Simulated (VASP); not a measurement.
Runs of VASP 6.6.1 on Nb. The structure is that of space group I4/mmm (No. 139), or close to it. The cells are those of the table. 

```tsv
cell	further INCAR settings	gap on the mesh (eV)	pressure (GPa)
a = 2.812 Å, angles 111.6, 111.6, 105.3°, 1 atom	ALGO = Fast; EDIFF = 1e-06; NBANDS = 12	none	(a)
a = 2.933 Å, angles 106.9, 106.9, 114.8°, 1 atom	ALGO = Fast; EDIFF = 1e-06; NBANDS = 12	none	-9.1
a = 2.956 Å, angles 107.5, 107.5, 113.4°, 1 atom	ALGO = Fast; EDIFF = 1e-06; NBANDS = 12	none	-12.6
a = 2.884 Å, angles 111.5, 111.5, 105.4°, 1 atom	ALGO = Fast; EDIFF = 1e-06; NBANDS = 12	none	-2.3
a = 2.837 Å, angles 112.3, 112.3, 104.0°, 1 atom	ALGO = Fast; EDIFF = 1e-07; NBANDS = 12	none	7.4
a = 2.884 Å, angles 107.5, 107.5, 113.5°, 1 atom	ALGO = Fast; EDIFF = 1e-06; NBANDS = 12	none	-2.3
```

Alike in all rows: task single point; level PBE; potentials or basis VASP PAW PBE potentials, release 64 (Nb_sv); no spin polarisation; k mesh 20 × 20 × 20; cutoff (eV) 520; smearing gaussian 0.15 eV.

Fill in the values left out.

(a) 11.8.

A k mesh can miss the band edges, and the runs leave out spin-orbit coupling on Nb.

A gap of «none» marks levels without a gap at the run's occupations.
